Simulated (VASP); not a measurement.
# In2O (P6_3/mmc) in VASP: relaxation of cell and atoms with PBE

Aim: the relaxation of cell and atoms of In2O with PBE.

Everything below comes from runs of VASP 6.6.1. Logs are shortened: lines on timing, memory, paths and dates and some standing lists are left out, and cuts for length are marked.

## (1) The cell of the first run

The structure is hexagonal, space group P6_3/mmc (No. 194). Conventional cell: a = 3.192 Å, b = 3.192 Å, c = 11.024 Å, α = 90.00°, β = 90.00°, γ = 120.00°. In (site symmetry 3m) has 3 O at 2.42 Å and 10 In at 3.02 to 3.19 Å within 3.2 Å. O (site symmetry -6m2) has 6 In at 2.42 Å and 6 O at 3.19 Å within 3.2 Å.

The cell was built from a structure type or drawn by symmetry, and may not be a known phase.

## (2) Relaxation of cell and atoms, PBE

File INCAR:

```
SYSTEM = In2O
PREC     = Accurate       ! precision mode
ENCUT    = 910            ! plane-wave cutoff, eV
EDIFF    = 1E-7           ! SCF threshold, eV
ISMEAR   = 0              ! smearing method
SIGMA    = 0.1            ! smearing width, eV
LREAL    = .False.        ! projectors in reciprocal space
LASPH    = .True.         ! aspherical terms in the spheres
NELM     = 120            ! most SCF steps
ALGO     = Normal         ! electronic algorithm
ISIF     = 3              ! what is computed and relaxed
LWAVE    = .False.        ! write WAVECAR
LCHARG   = .False.        ! write CHGCAR
GGA      = PE             ! functional
IBRION   = 2              ! ionic algorithm
NSW      = 90             ! ionic steps
EDIFFG   = -0.04          ! ionic threshold
GGA_COMPAT= .False.      
NELMIN   = 4
```

File KPOINTS:

```
regular mesh
0
Gamma
  6 6 2
  0 0 0
```

File POSCAR:

```
In2O
1.0
    3.1919767400      0.0000000000      0.0000000000
   -1.5959883700      2.7643329500      0.0000000000
    0.0000000000      0.0000000000     11.0239876900
In O
4 2
Direct
    0.3333333300      0.6666666700      0.6083498000
    0.6666666700      0.3333333300      0.1083498000
    0.6666666700      0.3333333300      0.3916502000
    0.3333333300      0.6666666700      0.8916502000
    0.3333333300      0.6666666700      0.2500000000
    0.6666666700      0.3333333300      0.7500000000
```

Potentials or basis: VASP PAW PBE potentials, release 64 (In_d, O_h).

Started as:

```sh
$ cat potpaw_PBE.64/In_d/POTCAR potpaw_PBE.64/O_h/POTCAR > POTCAR
$ mpirun -np 1 vasp_std > vasp.out
```

OUTCAR:

```text
SYSTEM = In2O
   PREC = Accurate
   ENCUT = 910
   EDIFF = 1E-7
   ISMEAR = 0
   LREAL = .False.
   LASPH = .True.
   NELM = 120
   ISIF = 3
   GGA = PE
   IBRION = 2
   NSW = 90
   EDIFFG = -0.04
   NELMIN = 4

 ion  position               nearest neighbor table
   1  0.333  0.667  0.608-   6 2.42   6 2.42   6 2.42   3 3.02   3 3.02   3 3.02   4 3.12
   2  0.667  0.333  0.108-   5 2.42   5 2.42   5 2.42   4 3.02   4 3.02   4 3.02   3 3.12
   3  0.667  0.333  0.392-   5 2.42   5 2.42   5 2.42   1 3.02   1 3.02   1 3.02   2 3.12
   4  0.333  0.667  0.892-   6 2.42   6 2.42   6 2.42   2 3.02   2 3.02   2 3.02   1 3.12
   5  0.333  0.667  0.250-   2 2.42   3 2.42   2 2.42   3 2.42   2 2.42   3 2.42
   6  0.667  0.333  0.750-   1 2.42   4 2.42   1 2.42   4 2.42   1 2.42   4 2.42

  LATTYP: Found a hexagonal cell.
 ALAT       =     3.1919767400
 C/A-ratio  =     3.4536553954

  Lattice vectors:

 A1 = (   3.1919767400,   0.0000000000,   0.0000000000)
 A2 = (  -1.5959883700,   2.7643329500,   0.0000000000)
 A3 = (   0.0000000000,   0.0000000000,  11.0239876900)

Analysis of symmetry for initial positions (statically):
=====================================================================
 Subroutine PRICEL returns:
 Original cell was already a primitive cell.

 Routine SETGRP: Setting up the symmetry group for a
 hexagonal supercell.

 Subroutine GETGRP returns: Found 24 space group operations
 (whereof 12 operations were pure point group operations)
 out of a pool of 24 trial point group operations.

The static configuration has the point symmetry D_3d.
 The point group associated with its full space group is D_6h.

Analysis of symmetry for dynamics (positions and initial velocities):
=====================================================================
 Subroutine PRICEL returns:
 Original cell was already a primitive cell.

 Routine SETGRP: Setting up the symmetry group for a
 hexagonal supercell.

 Subroutine GETGRP returns: Found 24 space group operations
 (whereof 12 operations were pure point group operations)
 out of a pool of 24 trial point group operations.

The dynamic configuration has the point symmetry D_3d.
 The point group associated with its full space group is D_6h.

 Subroutine INISYM returns: Found 24 space group operations
 (whereof 12 operations are pure point group operations),
 and found     1 'primitive' translations

----------------------------------------------------------------------------------------

                                     Primitive cell

  volume of cell :      97.2722

  direct lattice vectors                    reciprocal lattice vectors
     3.191976740  0.000000000  0.000000000     0.313285491  0.180875462  0.000000000
    -1.595988370  2.764332950  0.000000000     0.000000000  0.361750924  0.000000000
     0.000000000  0.000000000 11.023987690     0.000000000  0.000000000  0.090711277

  length of vectors
     3.191976740  3.191976744 11.023987690     0.361750925  0.361750924  0.090711277

  position of ions in fractional coordinates (direct lattice)
     0.333333330  0.666666670  0.608349800
     0.666666670  0.333333330  0.108349800
     0.666666670  0.333333330  0.391650200
     0.333333330  0.666666670  0.891650200
     0.333333330  0.666666670  0.250000000
     0.666666670  0.333333330  0.750000000

  ion indices of the primitive-cell ions
   primitive index   ion index
                 1           1
                 2           2
                 3           3
                 4           4
                 5           5
                 6           6

----------------------------------------------------------------------------------------

 KPOINTS: regular mesh

Automatic generation of k-mesh.
 Grid dimensions read from file:
 generate k-points for:    6    6    2

 Generating k-lattice:

  Cartesian coordinates                     Fractional coordinates (reciprocal lattice)
     0.052214248  0.030145910  0.000000000     0.166666667  0.000000000  0.000000000
     0.000000000  0.060291821  0.000000000     0.000000000  0.166666667  0.000000000
     0.000000000  0.000000000  0.045355638     0.000000000  0.000000000  0.500000000

  Length of vectors
     0.060291821  0.060291821  0.045355638

  Shift w.r.t. Gamma in fractional coordinates (k-lattice)
     0.000000000  0.000000000  0.000000000

 Subroutine IBZKPT returns following result:
 ===========================================

 Found     14 irreducible k-points:

 Following reciprocal coordinates:
            Coordinates               Weight
  0.000000  0.000000  0.000000      1.000000
  0.166667 -0.000000  0.000000      6.000000
  0.333333  0.000000  0.000000      6.000000
  0.500000 -0.000000  0.000000      3.000000
  0.166667  0.166667  0.000000      6.000000
  0.333333  0.166667  0.000000     12.000000
  0.333333  0.333333  0.000000      2.000000
  0.000000  0.000000  0.500000      1.000000
  0.166667 -0.000000  0.500000      6.000000
  0.333333  0.000000  0.500000      6.000000
  0.500000 -0.000000  0.500000      3.000000
  0.166667  0.166667  0.500000      6.000000
  0.333333  0.166667  0.500000     12.000000
  0.333333  0.333333  0.500000      2.000000
   k-points           NKPTS =     14   k-points in BZ     NKDIM =     14   number of bands    NBANDS=     38
   number of dos      NEDOS =    301   number of ions     NIONS =      6
   total plane-waves  NPLWV = 110592
   dimension x,y,z NGX =    32 NGY =   32 NGZ =  108
   dimension x,y,z NGXF=    64 NGYF=   64 NGZF=  216
   ions per type =               4   2
   NGX,Y,Z   is equivalent  to a cutoff of  16.67, 16.67, 16.29 a.u.
   NGXF,Y,Z  is equivalent  to a cutoff of  33.33, 33.33, 32.57 a.u.
 SYSTEM =  In2O
   PREC   = accura    normal or accurate (medium, high low for compatibility)
   ISTART =      0    job   : 0-new  1-cont  2-samecut
   ICHARG =      2    charge: 1-file 2-atom 10-const
   ISPIN  =      1    spin polarized calculation?
   LNONCOLLINEAR =      F non collinear calculations
   LSORBIT =      F    spin-orbit coupling
   LASPH  =      T    aspherical Exc in radial PAW
   ENCUT  =  910.0 eV  66.88 Ry    8.18 a.u.   7.85  7.85 27.12*2*pi/ulx,y,z
   NELM   =    120;   NELMIN=  4; NELMDL= -5     # of ELM steps
   EDIFF  = 0.1E-06   stopping-criterion for ELM
   LREAL  =      F    real-space projection
   EDIFFG = -.4E-01   stopping-criterion for IOM
   NSW    =     90    number of steps for IOM
   IBRION =      2    ionic relax: 0-MD 1-quasi-New 2-CG
   NFREE  =      1    steps in history (QN), initial steepest desc. (CG)
   ISIF   =      3    stress and relaxation
   ISYM   =      2    0-nonsym 1-usesym 2-fastsym
   POTIM  = 0.5000    time-step for ionic-motion
   TEBEG  =    0.0;   TEEND  =   0.0 temperature during run
   PSTRESS=    0.0 pullay stress
   NELECT =      64.0000    total number of electrons
   NUPDOWN=      -1.0000    fix difference up-down
   EMIN   =  10.00;   EMAX   =-10.00  energy-range for DOS
   EFERMI =   0.00;   METHOD = LEGACY
   ISMEAR =     0;   SIGMA  =   0.10  broadening in eV -4-tet -1-fermi 0-gaus
   EFERMI_NEDOS =   21; number of points for ismear=-14 and -15
   IALGO  =     38    algorithm
   IMIX   =      4    mixing-type and parameters
     AMIX     =   0.40;   BMIX     =  1.00
     AMIX_MAG =   1.60;   BMIX_MAG =  1.00
  volume/ion in A,a.u.               =      16.21       109.40
  Fermi-wavevector in a.u.,A,eV,Ry     =   1.423875  2.690734 27.584728  2.027420
  Thomas-Fermi vector in A             =   2.544426
   LORBIT       =      0    0 simple, 1 ext, 2 COOP (PROOUT), +10 PAW based schemes
   GGA     = PE    functional components
   LHFCALC =     F    Hartree Fock is set to
   AEXX    =    0.0000 exact exchange contribution
   IVDW    =     0    specifies the selected vdW correction
   LEPSILON=     F    determine dielectric tensor
   LRPA    =     F    only Hartree local field effects (RPA)
 conjugate gradient relaxation of ions
 non-spin polarized calculation
 Gauss-broadening in eV      SIGMA  =   0.10
  energy-cutoff  :      910.00
  volume of cell :       97.27
 maximum number of plane-waves:      6098
 NGX is ok and might be reduce to    32
   NGX = 15   NGY = 15   NGZ = 55

--------------------------------------- Ionic step        1  -------------------------------------------

 number of electron      64.0000001 magnetization

 Free energy of the ion-electron system (eV)
  ---------------------------------------------------
  ext. energy  EPLUGINS =         0.00000000
  ---------------------------------------------------
  free energy    TOTEN  =       -22.75528836 eV

  energy without entropy =      -22.74886129  energy(sigma->0) =      -22.75207483

------------------------ aborting loop because EDIFF is reached ----------------------------------------

  FORCE on cell =-STRESS in cart. coord.  units (eV):
  Direction    XX          YY          ZZ          XY          YZ          ZX
  --------------------------------------------------------------------------------------
  -------------------------------------------------------------------------------------
  Total        8.3574638      8.3574638      9.3254231      0.0000000      0.0000000      0.0000000
  in kB      137.6563655    137.6563660    153.5996894      0.0000000      0.0000000      0.0000000
  external PRESSURE =     142.9708070 kB  Pullay stress =       0.0000000 kB
[... 101 lines left out ...]
  FREE ENERGIE OF THE ION-ELECTRON SYSTEM (eV)
  ---------------------------------------------------
  free  energy   TOTEN  =       -23.4082480931 eV

  energy  without entropy=      -23.4043343433  energy(sigma->0) =      -23.40629122

[... ionic steps 4 to 22 ...]

--------------------------------------- Ionic step       23  -------------------------------------------

 number of electron      63.9999993 magnetization

------------------------ aborting loop because EDIFF is reached ----------------------------------------

  FORCE on cell =-STRESS in cart. coord.  units (eV):
  Direction    XX          YY          ZZ          XY          YZ          ZX
  --------------------------------------------------------------------------------------
  -------------------------------------------------------------------------------------
  Total       -0.2380317     -0.2380317     -0.0812933      0.0000000      0.0000000      0.0000000
  in kB       -3.1455331     -3.1455331     -1.0742717      0.0000000      0.0000000      0.0000000
  external PRESSURE =      -2.4551126 kB  Pullay stress =       0.0000000 kB
[... 65 lines left out ...]
  energy  without entropy=      -23.6922860645  energy(sigma->0) =      -23.69764198

--------------------------------------- Ionic step       25  -------------------------------------------

 number of electron      63.9999993 magnetization

 Free energy of the ion-electron system (eV)
  ---------------------------------------------------
  ext. energy  EPLUGINS =         0.00000000
  ---------------------------------------------------
  free energy    TOTEN  =       -23.70357616 eV

  energy without entropy =      -23.69279437  energy(sigma->0) =      -23.69818527

 E-fermi :   6.6945     XC(G=0): -10.2487

 val. band max:        6.6870855821   @ k =   0.5000  -0.0000   0.5000
 cond. band min:       6.9026356858   @ k =   0.3333   0.3333   0.0000
 fundamental gap:      0.2155501038
 Fermi energy:         6.6945272326

 k-point     1 :       0.0000    0.0000    0.0000
  band No.  band energies     occupation
      1     -11.6281      2.00000
      2     -11.6249      2.00000
      3      -7.7308      2.00000
      4      -7.7184      2.00000
      5      -7.5990      2.00000
      6      -7.5990      2.00000
[... 596 lines left out ...]
  FREE ENERGIE OF THE ION-ELECTRON SYSTEM (eV)
  ---------------------------------------------------
  free  energy   TOTEN  =       -23.7035761649 eV

  energy  without entropy=      -23.6927943693  energy(sigma->0) =      -23.69818527

 reached required accuracy - stopping structural energy minimisation
```

Wall time 43 min (1 thread of Intel Xeon Platinum 8259CL at 2.50GHz (Skylake/Cascade Lake), shared host); peak memory 0.4 GiB.

Results:

| Quantity | Value |
| --- | --- |
| Free energy | -23.7036 eV |
| Relaxed volume | 20.14 Å³/atom |
| Relaxed cell | a = 3.264 Å, b = 3.264 Å, c = 13.099 Å, α = 90.00°, β = 90.00°, γ = 120.00° |
| Space group after relaxing (to 0.1 Å) | P6_3/mmc (No. 194) |
| Energy gained by relaxing | 158.0 meV/atom |
| Ionic steps | 25 |
| Pressure after relaxing | -0.1 GPa |
| Largest force after relaxing | 0.030 eV/Å |
| Band gap on the k mesh | zero (bands 32 and 33 overlap by 0.25 eV) |

Forces on the atoms (eV/Å):
```
In   0.000  0.000  0.030
In   0.000  0.000  0.030
In   0.000  0.000 -0.030
In   0.000  0.000 -0.030
O    0.000  0.000  0.000
O    0.000  0.000  0.000
```

The path:
| step | energy change (eV) | largest force (eV/Å) | pressure (GPa) | volume (Å³) |
| --- | --- | --- | --- | --- |
| 1 | 0.0000 | 0.5711 | 14.30 | 97.27 |
| 2 | -0.5976 | 0.8602 | -3.53 | 119.09 |
| 3 | -0.6530 | 0.7768 | -0.50 | 113.31 |
| 4 | -0.7340 | 0.2359 | 0.14 | 113.97 |
| 5 | -0.7405 | 0.0351 | 0.48 | 114.21 |
| 6 | -0.7465 | 0.0638 | -0.01 | 115.25 |
| 7 | -0.7504 | 0.1331 | -0.57 | 116.62 |
| 8 | -0.7522 | 0.3082 | -1.61 | 119.36 |
| 9 | -0.7535 | 0.3141 | -1.64 | 119.50 |
| 10 | -0.7577 | 0.3308 | -1.71 | 119.91 |
| 11 | -0.7667 | 0.3841 | -1.81 | 120.72 |
| 12 | -0.7925 | 0.4729 | -2.18 | 122.33 |
| 13 | -0.8262 | 0.4571 | -3.04 | 125.52 |
| 14 | -0.8475 | 0.4001 | -2.85 | 125.54 |
| 15 | -0.8992 | 0.2405 | -2.28 | 125.55 |
| 16 | -0.9205 | 0.1863 | -0.98 | 125.39 |
| 17 | -0.9272 | 0.0182 | -1.48 | 125.48 |
| 18 | -0.9345 | 0.0333 | -1.12 | 124.55 |
| 19 | -0.9428 | 0.0762 | -0.24 | 122.40 |
| 20 | -0.9431 | 0.0874 | -0.03 | 121.91 |
| 21 | -0.9455 | 0.0449 | -0.10 | 121.70 |
| 22 | -0.9476 | 0.0717 | -0.24 | 121.09 |
| 23 | -0.9477 | 0.0429 | -0.25 | 121.24 |
| 24 | -0.9477 | 0.0476 | -0.25 | 121.22 |
| 25 | -0.9483 | 0.0302 | -0.05 | 120.82 |

Final structure:
```yaml
crystal:
  lattice:
    - [3.26350, 0.00000, 0.00000]
    - [-1.63175, 2.82628, 0.00000]
    - [0.00000, 0.00000, 13.09938]
  atoms:
    - { symbol: In, position: [0.33333, 0.66667, 0.62866] }
    - { symbol: In, position: [0.66667, 0.33333, 0.12866] }
    - { symbol: In, position: [0.66667, 0.33333, 0.37134] }
    - { symbol: In, position: [0.33333, 0.66667, 0.87134] }
    - { symbol: O, position: [0.33333, 0.66667, 0.25000] }
    - { symbol: O, position: [0.66667, 0.33333, 0.75000] }
```

Levels at points of the mesh, in eV from the Fermi level:
```tsv
k point	band 29	band 30	band 31	band 32	band 33	band 34	band 35	band 36
(0.00, 0.00, 0.00)	-2.34	-2.34	-2.34	-0.94	-0.04	2.98	4.25	8.15
(0.50, 0.00, 0.00)	-2.01	-1.87	-1.86	-0.84	-0.01	0.88	0.96	1.93
(0.00, 0.00, 0.50)	-2.34	-2.34	-2.20	-2.20	1.43	1.43	6.06	6.06
(0.50, 0.00, 0.50)	-2.18	-2.18	-0.97	-0.97	-0.01	-0.01	1.74	1.74
```

Caveat: the k points lie up to 0.37 Å⁻¹ apart in the final cell; the cutoff is under 1.25 times the usual one of these potentials, so pressure, stress and relaxed cells hold a basis-set (Pulay) error; the volume moved by over 15 % at a fixed basis, so the end points are rough; spin-orbit coupling is left out, which moves the levels of the heavy elements.
